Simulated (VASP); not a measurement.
**As2Se: single point with PBEsol**

Crystal: As2Se.

```
As Se
1.0
    -3.46999    3.46999    2.61564
     3.46999   -3.46999    2.61564
     3.46999    3.46999   -2.61564
As Se
4 2
Direct
  0.87500 0.12500 0.75000
  0.37500 0.12500 0.25000
  0.87500 0.62500 0.75000
  0.87500 0.12500 0.25000
  0.50000 0.50000 0.00000
  0.25000 0.75000 0.50000
```

- Program: VASP 6.6.1
- Task: single point
- Functional: PBEsol
- Potentials or basis: VASP PAW PBE potentials, release 64 (As, Se)
- Cutoff: 520 eV
- k mesh: 8 × 8 × 8
- Occupations: gaussian, width 0.1 eV
- Spin: no spin polarisation

```yaml
Pressure: 0.2 GPa
Band_gap_on_the_k_mesh: zero (band 16 reaches 5.46 eV, above the bottom of band 17 at 5.04 eV)
```

Stress tensor (GPa, compression positive):
```
0.19 0.00 0.00
0.00 0.19 0.00
0.00 0.00 0.29
```

Levels at points of the mesh, in eV from the Fermi level:
| k point | band 13 | band 14 | band 15 | band 16 | band 17 | band 18 | band 19 | band 20 |
| --- | --- | --- | --- | --- | --- | --- | --- | --- |
| (0.00, 0.00, 0.00) | -3.01 | -2.91 | -2.91 | -1.03 | 2.50 | 3.14 | 3.14 | 3.24 |
| (0.50, 0.00, 0.00) | -1.84 | -1.52 | -0.54 | -0.06 | 0.19 | 0.48 | 1.56 | 2.59 |
| (0.50, 0.50, 0.00) | -1.45 | -1.45 | -1.23 | -1.23 | -0.08 | -0.08 | 1.87 | 1.87 |
| (0.50, 0.50, 0.50) | -0.76 | -0.76 | -0.37 | -0.37 | 0.38 | 0.38 | 0.47 | 0.47 |

Wall time 2.7 min on 1 thread of AMD EPYC 7R13 Processor (Zen 3) (shared host), peak memory 0.31 GiB.

Caveat: the PAW data sets were made with another functional, which shifts forces and pressure a little.
